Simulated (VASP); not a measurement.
# VB4Os (P-6m2) in VASP: a series of runs

The runs below take VB4Os through single point, with PBE.

Program: VASP 6.6.1. These are calculated values, not measurements. Logs are shortened: lines on timing, memory, paths and dates and some standing lists are left out, and cuts for length are marked.

## (1) The cell of the first run

Symmetry: P-6m2, No. 187, hexagonal system. The conventional cell has a = 2.804 Å, b = 2.804 Å, c = 7.262 Å, α = 90.00°, β = 90.00°, γ = 120.00°. Within 2.9 Å of V (site symmetry -6m2) lie 8 B at 2.11 to 2.19 Å and 6 V at 2.80 Å. Within 2.3 Å of B (site symmetry 3m) lie 3 B at 1.74 Å and 1 V at 2.11 Å and 3 Os at 2.22 Å. B (site symmetry 3m) has 3 B at 1.74 Å and 1 Os at 2.16 Å and 3 V at 2.19 Å within 2.3 Å. Within 2.9 Å of Os (site symmetry -6m2) lie 8 B at 2.16 to 2.22 Å and 6 Os at 2.80 Å.

## (2) Single point, PBE, collinear spin, ferromagnetic start

Input file INCAR:

```
SYSTEM = VB4Os
PREC = Accurate
ENCUT = 500
EDIFF = 1E-6
ISMEAR = -1
SIGMA = 0.15
LREAL = .FALSE.
LASPH = .TRUE.
NELM = 200
ALGO = Normal
ISIF = 2
LWAVE = .FALSE.
LCHARG = .FALSE.
ISPIN = 2
MAGMOM = 2 0 0 0 0 0
LORBIT = 11
LMAXMIX = 4
GGA = PE
NBANDS = 34
GGA_COMPAT = .FALSE.
```

Input file KPOINTS:

```
Automatic mesh
0
G
  9 9 3
  0 0 0
```

Input file POSCAR:

```
VB4Os
1.0
    2.8036724955      0.0000000000      0.0000000000
   -1.4018367349      2.4280517598      0.0000000000
    0.0000000000      0.0000000000      7.2624994302
V B Os
1 4 1
Direct
    0.0000000000      0.0000000000      0.0000000000
    0.0000000000      0.0000000000      0.7094840000
    0.3333333333      0.6666666667      0.7969230000
    0.3333333333      0.6666666667      0.2030770000
    0.0000000000      0.0000000000      0.2905160000
    0.3333333333      0.6666666667      0.5000000000
```

Potentials or basis: VASP PAW PBE potentials, release 64 (V_sv, B, Os_sv_GW).

On the command line:

```
cat potpaw_PBE.64/V_sv/POTCAR potpaw_PBE.64/B/POTCAR potpaw_PBE.64/Os_sv_GW/POTCAR > POTCAR
mpirun -np 1 vasp_std > vasp.out
```

OUTCAR:

```text
SYSTEM = VB4Os
   PREC = Accurate
   ENCUT = 500
   EDIFF = 1E-6
   ISMEAR = -1
   LREAL = .FALSE.
   LASPH = .TRUE.
   NELM = 200
   ISIF = 2
   ISPIN = 2
   LORBIT = 11
   GGA = PE

 ion  position               nearest neighbor table
   1  0.000  0.000  0.000-   2 2.11   5 2.11   3 2.19   4 2.19   3 2.19   4 2.19   4 2.19   3 2.19

   2  0.000  0.000  0.709-   3 1.74   3 1.74   3 1.74   1 2.11   6 2.22   6 2.22   6 2.22
   3  0.333  0.667  0.797-   2 1.74   2 1.74   2 1.74   6 2.16   1 2.19   1 2.19   1 2.19
   4  0.333  0.667  0.203-   5 1.74   5 1.74   5 1.74   6 2.16   1 2.19   1 2.19   1 2.19
   5  0.000  0.000  0.291-   4 1.74   4 1.74   4 1.74   1 2.11   6 2.22   6 2.22   6 2.22
   6  0.333  0.667  0.500-   3 2.16   4 2.16   2 2.22   5 2.22   2 2.22   5 2.22   2 2.22   5 2.22

  LATTYP: Found a hexagonal cell.
 ALAT       =     2.8036724955
 C/A-ratio  =     2.5903522761

  Lattice vectors:

 A1 = (   2.8036724955,   0.0000000000,   0.0000000000)
 A2 = (  -1.4018367349,   2.4280517598,   0.0000000000)
 A3 = (   0.0000000000,   0.0000000000,   7.2624994302)

Analysis of symmetry for initial positions (statically):
=====================================================================
 Subroutine PRICEL returns:
 Original cell was already a primitive cell.

 Routine SETGRP: Setting up the symmetry group for a
 hexagonal supercell.

 Subroutine GETGRP returns: Found 12 space group operations
 (whereof 12 operations were pure point group operations)
 out of a pool of 24 trial point group operations.

The static configuration has the point symmetry D_3h.

Analysis of symmetry for dynamics (positions and initial velocities):
=====================================================================
 Subroutine PRICEL returns:
 Original cell was already a primitive cell.

 Routine SETGRP: Setting up the symmetry group for a
 hexagonal supercell.

 Subroutine GETGRP returns: Found 12 space group operations
 (whereof 12 operations were pure point group operations)
 out of a pool of 24 trial point group operations.

The dynamic configuration has the point symmetry D_3h.

Analysis of structural, dynamic, and magnetic symmetry:
=====================================================================
 Subroutine PRICEL returns:
 Original cell was already a primitive cell.

 Routine SETGRP: Setting up the symmetry group for a
 hexagonal supercell.

 Subroutine GETGRP returns: Found 12 space group operations
 (whereof 12 operations were pure point group operations)
 out of a pool of 24 trial point group operations.

[... 147 lines left out ...]

 Free energy of the ion-electron system (eV)
  ---------------------------------------------------
  ext. energy  EPLUGINS =         0.00000000
  ---------------------------------------------------
  free energy    TOTEN  =       -49.75385264 eV

  energy without entropy =      -49.61499688  energy(sigma->0) =      -49.68442476

 E-fermi :  10.5735     XC(G=0): -13.4616

 val. band max:       10.5611434462   @ k =   0.3333   0.2222   0.0000
 cond. band min:      10.5940168386   @ k =   0.2222   0.1111   0.0000
 fundamental gap:      0.0328733924
 Fermi energy:        10.5734552274

 spin component 1

 k-point     1 :       0.0000    0.0000    0.0000
  band No.  band energies     occupation
      1     -76.5226      1.00000
      2     -53.0328      1.00000
      3     -36.1400      1.00000
      4     -35.6373      1.00000
      5     -35.6373      1.00000
      6     -26.9566      1.00000
[... 829 lines left out ...]
     31      21.3851      0.00000
     32      23.4894      0.00000
 Fermi energy:        10.5734552274

 spin component 2

 k-point     1 :       0.0000    0.0000    0.0000
  band No.  band energies     occupation
      1     -76.5226      1.00000
      2     -53.0335      1.00000
      3     -36.1399      1.00000
      4     -35.6373      1.00000
      5     -35.6373      1.00000
      6     -26.9570      1.00000
[... 829 lines left out ...]
     31      21.3849      0.00000
     32      23.4889      0.00000
 [bands above 32 left out]

------------------------ aborting loop because EDIFF is reached ----------------------------------------

  FORCE on cell =-STRESS in cart. coord.  units (eV):
  Direction    XX          YY          ZZ          XY          YZ          ZX
  --------------------------------------------------------------------------------------
  -------------------------------------------------------------------------------------
  Total        6.7717269      6.7717278      9.7704492     -0.0000014      0.0000000     -0.0000000
  in kB      219.4515669    219.4515949    316.6312531     -0.0000440      0.0000000     -0.0000000
  external PRESSURE =     251.8448050 kB  Pullay stress =       0.0000000 kB

 VOLUME and BASIS-vectors are now :
 -----------------------------------------------------------------------------
  energy-cutoff  :      500.00
  volume of cell :       49.44
      direct lattice vectors                 reciprocal lattice vectors
     2.803672495  0.000000000  0.000000000     0.356675040  0.205926489  0.000000000
    -1.401836735  2.428051760  0.000000000     0.000000000  0.411852835  0.000000000
     0.000000000  0.000000000  7.262499430     0.000000000  0.000000000  0.137693642

 POSITION                                       TOTAL-FORCE (eV/Angst)
 -----------------------------------------------------------------------------------
      0.00000      0.00000      0.00000        -0.000000     -0.000000     -0.000000
      0.00000      0.00000      5.15263        -0.000000      0.000000     -0.067046
     -0.00000      1.61870      5.78765         0.000000     -0.000000      0.353113
     -0.00000      1.61870      1.47485         0.000000     -0.000000     -0.353113
      0.00000      0.00000      2.10987        -0.000000      0.000000      0.067046
     -0.00000      1.61870      3.63125         0.000000     -0.000000     -0.000000
 -----------------------------------------------------------------------------------
    total drift:                                0.000002     -0.000000     -0.000000

  FREE ENERGIE OF THE ION-ELECTRON SYSTEM (eV)
  ---------------------------------------------------
  free  energy   TOTEN  =       -49.7538526380 eV

  energy  without entropy=      -49.6149968793  energy(sigma->0) =      -49.68442476

 total charge

# of ion       s       p       d       f       tot
--------------------------------------------------
    1        2.297   6.347   3.245   0.000  11.889
    2        0.718   1.345   0.000   0.000   2.063
    3        0.726   1.347   0.000   0.000   2.073
    4        0.726   1.347   0.000   0.000   2.073
    5        0.718   1.345   0.000   0.000   2.063
    6        3.471   6.147   5.319   0.197  15.135
--------------------------------------------------
tot          8.654  17.879   8.564   0.197  35.294

 magnetization (x)

# of ion       s       p       d       f       tot
--------------------------------------------------
    1       -0.000  -0.000  -0.000   0.000  -0.000
    2        0.000   0.000   0.000   0.000   0.000
    3        0.000  -0.000   0.000   0.000  -0.000
    4        0.000  -0.000   0.000   0.000  -0.000
    5        0.000   0.000   0.000   0.000   0.000
    6        0.000   0.000   0.000  -0.000   0.000
--------------------------------------------------
tot          0.000  -0.000  -0.000  -0.000  -0.000
```

It took 56 s on 1 thread of AMD EPYC 9R45 (Zen 5), shared host; peak memory 0.19 GiB.

Results:

```yaml
Free_energy: -49.7539 eV
Pressure: 25.2 GPa
Largest_force: 0.353 eV/Å
Net_moment: 0.00 μB per cell
Valence_electrons_inside_the_program's_atomic_spheres: V 11.89; B 2.06, 2.07 (each value once); Os 15.13
```

Forces in eV/Å, atoms in the order of the input:
```
V    0.000  0.000  0.000
B    0.000  0.000 -0.067
B    0.000  0.000  0.353
B    0.000  0.000 -0.353
B    0.000  0.000  0.067
Os   0.000  0.000  0.000
```

Caveat: the cell stands under pressure; spin-orbit coupling is left out, which moves the levels of the heavy elements.

## (3) Single point, PBE, collinear spin, ferromagnetic start

This run uses another cell than the first one, of 8.69 Å³/atom.

Input file INCAR:

```
SYSTEM = VB4Os
PREC = Accurate
ENCUT = 500
EDIFF = 1E-6
ISMEAR = -1
SIGMA = 0.15
LREAL = .False.
LASPH = .True.
NELM = 200
ALGO = Normal
ISIF = 2
LWAVE = .False.
LCHARG = .False.
ISPIN = 2
MAGMOM = 2 0 0 0 0 0
LORBIT = 11
LMAXMIX = 4
GGA = PE
NBANDS = 34
GGA_COMPAT = .False.
```

Input file KPOINTS:

```
regular mesh
0
Gamma
  9 9 3
  0 0 0
```

POSCAR: that of step 2 with these lines changed.

```diff
@@ -2,5 +2,5 @@
 1.0
-    2.8036724955      0.0000000000      0.0000000000
-   -1.4018367349      2.4280517598      0.0000000000
-    0.0000000000      0.0000000000      7.2624994302
+    2.8533052937      0.0000000000      0.0000000000
+   -1.4266531427      2.4710350267      0.0000000000
+    0.0000000000      0.0000000000      7.3910658621
 V B Os
```

Potentials or basis: VASP PAW PBE potentials, release 64 (V_sv, B, Os_sv_GW).

On the command line:

```
cat potpaw_PBE.64/V_sv/POTCAR potpaw_PBE.64/B/POTCAR potpaw_PBE.64/Os_sv_GW/POTCAR > POTCAR
mpirun -np 1 vasp_std > vasp.out
```

OUTCAR:

```text
SYSTEM = VB4Os
   PREC = Accurate
   ENCUT = 500
   EDIFF = 1E-6
   ISMEAR = -1
   LREAL = .False.
   LASPH = .True.
   NELM = 200
   ISIF = 2
   ISPIN = 2
   LORBIT = 11
   GGA = PE

 ion  position               nearest neighbor table
   1  0.000  0.000  0.000-   2 2.15   5 2.15   3 2.23   4 2.23   3 2.23   4 2.23   4 2.23   3 2.23

   2  0.000  0.000  0.709-   3 1.77   3 1.77   3 1.77   1 2.15   6 2.26   6 2.26   6 2.26
   3  0.333  0.667  0.797-   2 1.77   2 1.77   2 1.77   6 2.19   1 2.23   1 2.23   1 2.23
   4  0.333  0.667  0.203-   5 1.77   5 1.77   5 1.77   6 2.19   1 2.23   1 2.23   1 2.23
   5  0.000  0.000  0.291-   4 1.77   4 1.77   4 1.77   1 2.15   6 2.26   6 2.26   6 2.26
   6  0.333  0.667  0.500-   3 2.19   4 2.19   2 2.26   5 2.26   2 2.26   5 2.26   2 2.26   5 2.26

  LATTYP: Found a hexagonal cell.
 ALAT       =     2.8533052937
 C/A-ratio  =     2.5903522762

  Lattice vectors:

 A1 = (   2.8533052937,   0.0000000000,   0.0000000000)
 A2 = (  -1.4266531427,   2.4710350267,   0.0000000000)
 A3 = (   0.0000000000,   0.0000000000,   7.3910658621)

Analysis of symmetry for initial positions (statically):
=====================================================================
 Subroutine PRICEL returns:
 Original cell was already a primitive cell.

 Routine SETGRP: Setting up the symmetry group for a
 hexagonal supercell.

 Subroutine GETGRP returns: Found 12 space group operations
 (whereof 12 operations were pure point group operations)
 out of a pool of 24 trial point group operations.

The static configuration has the point symmetry D_3h.

Analysis of symmetry for dynamics (positions and initial velocities):
=====================================================================
 Subroutine PRICEL returns:
 Original cell was already a primitive cell.

 Routine SETGRP: Setting up the symmetry group for a
 hexagonal supercell.

 Subroutine GETGRP returns: Found 12 space group operations
 (whereof 12 operations were pure point group operations)
 out of a pool of 24 trial point group operations.

The dynamic configuration has the point symmetry D_3h.

Analysis of structural, dynamic, and magnetic symmetry:
=====================================================================
 Subroutine PRICEL returns:
 Original cell was already a primitive cell.

 Routine SETGRP: Setting up the symmetry group for a
 hexagonal supercell.

 Subroutine GETGRP returns: Found 12 space group operations
 (whereof 12 operations were pure point group operations)
 out of a pool of 24 trial point group operations.

The overall configuration has the point symmetry D_3h.

 Subroutine INISYM returns: Found 12 space group operations
 (whereof 12 operations are pure point group operations),
 and found     1 'primitive' translations

----------------------------------------------------------------------------------------

                                     Primitive cell

  volume of cell :      52.1116

  direct lattice vectors                    reciprocal lattice vectors
     2.853305294  0.000000000  0.000000000     0.350470734  0.202344430  0.000000000
    -1.426653143  2.471035027  0.000000000     0.000000000  0.404688719  0.000000000
     0.000000000  0.000000000  7.391065862     0.000000000  0.000000000  0.135298483

  length of vectors
     2.853305294  2.853305678  7.391065862     0.404688774  0.404688719  0.135298483
[... 99 lines left out ...]
   NELECT =      41.0000    total number of electrons
   NUPDOWN=      -1.0000    fix difference up-down
   EMIN   =  10.00;   EMAX   =-10.00  energy-range for DOS
   EFERMI =   0.00;   METHOD = LEGACY
   ISMEAR =    -1;   SIGMA  =   0.15  broadening in eV -4-tet -1-fermi 0-gaus
   EFERMI_NEDOS =   21; number of points for ismear=-14 and -15
   IALGO  =     38    algorithm
   IMIX   =      4    mixing-type and parameters
     AMIX     =   0.40;   BMIX     =  1.00
     AMIX_MAG =   1.60;   BMIX_MAG =  1.00
  volume/ion in A,a.u.               =       8.69        58.61
  Fermi-wavevector in a.u.,A,eV,Ry     =   1.511326  2.855991 31.077137  2.284105
  Thomas-Fermi vector in A             =   2.621398
   LORBIT       =     11    0 simple, 1 ext, 2 COOP (PROOUT), +10 PAW based schemes
   GGA     = PE    functional components
   LHFCALC =     F    Hartree Fock is set to
   AEXX    =    0.0000 exact exchange contribution
   IVDW    =     0    specifies the selected vdW correction
   LEPSILON=     F    determine dielectric tensor
   LRPA    =     F    only Hartree local field effects (RPA)
 spin polarized calculation
  energy-cutoff  :      500.00
  volume of cell :       52.11
 maximum number of plane-waves:      1337
 NGX is ok and might be reduce to    24
   NGX = 11   NGY = 11   NGZ = 27

 number of electron      41.0000003 magnetization       0.0065347

 number of electron      41.0000003 magnetization      -0.0013901

 Free energy of the ion-electron system (eV)
  ---------------------------------------------------
  ext. energy  EPLUGINS =         0.00000000
  ---------------------------------------------------
  free energy    TOTEN  =       -50.03278578 eV

  energy without entropy =      -49.88358071  energy(sigma->0) =      -49.95818325

 E-fermi :   9.8788     XC(G=0): -13.1898

 val. band max:        9.8700770805   @ k =   0.3333   0.2222   0.0000
 cond. band min:       9.8986287366   @ k =   0.2222   0.1111   0.0000
 fundamental gap:      0.0285516561
 Fermi energy:         9.8788021253

 spin component 1

 k-point     1 :       0.0000    0.0000    0.0000
  band No.  band energies     occupation
      1     -77.1462      1.00000
      2     -53.8368      1.00000
      3     -36.7146      1.00000
      4     -36.2836      1.00000
      5     -36.2836      1.00000
      6     -27.7216      1.00000
[... 829 lines left out ...]
     31      20.1323      0.00000
     32      22.1831      0.00000
 Fermi energy:         9.8788021253

 spin component 2

 k-point     1 :       0.0000    0.0000    0.0000
  band No.  band energies     occupation
      1     -77.1461      1.00000
      2     -53.8375      1.00000
      3     -36.7145      1.00000
      4     -36.2836      1.00000
      5     -36.2836      1.00000
      6     -27.7221      1.00000
[... 829 lines left out ...]
     31      20.1321      0.00000
     32      22.1826      0.00000
 [bands above 32 left out]

------------------------ aborting loop because EDIFF is reached ----------------------------------------

  FORCE on cell =-STRESS in cart. coord.  units (eV):
  Direction    XX          YY          ZZ          XY          YZ          ZX
  --------------------------------------------------------------------------------------
  -------------------------------------------------------------------------------------
  Total        1.6642726      1.6642728      2.8360447     -0.0000003      0.0000000      0.0000000
  in kB       51.1682821     51.1682886     87.1945702     -0.0000103      0.0000000      0.0000000
  external PRESSURE =      63.1770470 kB  Pullay stress =       0.0000000 kB

 VOLUME and BASIS-vectors are now :
 -----------------------------------------------------------------------------
  energy-cutoff  :      500.00
  volume of cell :       52.11
      direct lattice vectors                 reciprocal lattice vectors
     2.853305294  0.000000000  0.000000000     0.350470734  0.202344430  0.000000000
    -1.426653143  2.471035027  0.000000000     0.000000000  0.404688719  0.000000000
     0.000000000  0.000000000  7.391065862     0.000000000  0.000000000  0.135298483

 POSITION                                       TOTAL-FORCE (eV/Angst)
 -----------------------------------------------------------------------------------
      0.00000      0.00000      0.00000         0.000000      0.000000      0.000000
      0.00000      0.00000      5.24384        -0.000000     -0.000000     -0.084857
     -0.00000      1.64736      5.89011        -0.000000      0.000000      0.085957
     -0.00000      1.64736      1.50096         0.000000      0.000000     -0.085957
      0.00000      0.00000      2.14722        -0.000000     -0.000000      0.084857
     -0.00000      1.64736      3.69553         0.000000      0.000000      0.000000
 -----------------------------------------------------------------------------------
    total drift:                                0.000001     -0.000000     -0.000000

  FREE ENERGIE OF THE ION-ELECTRON SYSTEM (eV)
  ---------------------------------------------------
  free  energy   TOTEN  =       -50.0327857806 eV

  energy  without entropy=      -49.8835807145  energy(sigma->0) =      -49.95818325

 total charge

# of ion       s       p       d       f       tot
--------------------------------------------------
    1        2.281   6.315   3.176   0.000  11.772
    2        0.702   1.284   0.000   0.000   1.986
    3        0.711   1.290   0.000   0.000   2.000
    4        0.711   1.290   0.000   0.000   2.000
    5        0.702   1.284   0.000   0.000   1.986
    6        3.408   6.132   5.266   0.169  14.974
--------------------------------------------------
tot          8.514  17.595   8.442   0.169  34.719

 magnetization (x)

# of ion       s       p       d       f       tot
--------------------------------------------------
    1       -0.000  -0.000  -0.000   0.000  -0.000
    2        0.000   0.000   0.000   0.000   0.000
    3        0.000  -0.000   0.000   0.000   0.000
    4        0.000  -0.000   0.000   0.000   0.000
    5        0.000   0.000   0.000   0.000   0.000
    6        0.000   0.000   0.000  -0.000   0.000
--------------------------------------------------
tot          0.000  -0.000  -0.000  -0.000  -0.000
```

It took 51 s on 1 thread of Intel Xeon 6975P-C (Granite Rapids), shared host; peak memory 0.24 GiB.

Results:

```yaml
Free_energy: -50.0328 eV
Pressure: 6.3 GPa
Largest_force: 0.086 eV/Å
Net_moment: 0.00 μB per cell
Valence_electrons_inside_the_program's_atomic_spheres: V 11.77; B 1.99, 2.00 (each value once); Os 14.97
```

Forces on the atoms (eV/Å):
```
V    0.000  0.000  0.000
B    0.000  0.000 -0.085
B    0.000  0.000  0.086
B    0.000  0.000 -0.086
B    0.000  0.000  0.085
Os   0.000  0.000  0.000
```

Stress tensor (GPa, compression positive):
```
5.12 0.00 0.00
0.00 5.12 0.00
0.00 0.00 8.72
```

Caveat: the cell stands under pressure; spin-orbit coupling is left out, which moves the levels of the heavy elements.
